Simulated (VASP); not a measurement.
Here is a VASP 6.6.1 calculation.

The input INCAR:

```
PREC = Accurate
ENCUT = 520
EDIFF = 1E-6
ISMEAR = -1
SIGMA = 0.05
LREAL = False
LASPH = True
NELM = 100
ALGO = Normal
ISIF = 2
LWAVE = False
LCHARG = False
NBANDS = 16
```

File KPOINTS:

```
regular mesh
0
Gamma
  12 12 6
```

The input POSCAR:

```
BN
1.0
    2.5539396017      0.0000000000      0.0000000000
   -1.2769698009      2.2117765748      0.0000000000
    0.0000000000      0.0000000000      4.2268550000
N B
2 2
Direct
    0.3333333333      0.6666666667      0.1252760000
    0.6666666667      0.3333333333      0.6252760000
    0.3333333333      0.6666666667      0.4997240000
    0.6666666667      0.3333333333      0.9997240000
```

Potentials or basis: VASP PAW LDA potentials, release 64 (N, B).

Launch:

```sh
$ cat potpaw_LDA.64/N/POTCAR potpaw_LDA.64/B/POTCAR > POTCAR
$ mpirun -np 1 vasp_std > vasp.out
```

Estimate the band gap on the k mesh.

4.96 eV, indirect (least direct gap 8.11 eV).

What does it give for the pressure?

-12.9 GPa.

Estimate the largest force.

0.021 eV/Å.

Forces in eV/Å, atoms in the order of the input:
```
N    0.000  0.000 -0.021
N    0.000  0.000 -0.021
B    0.000  0.000  0.021
B    0.000  0.000  0.021
```

A k mesh can miss the band edges.
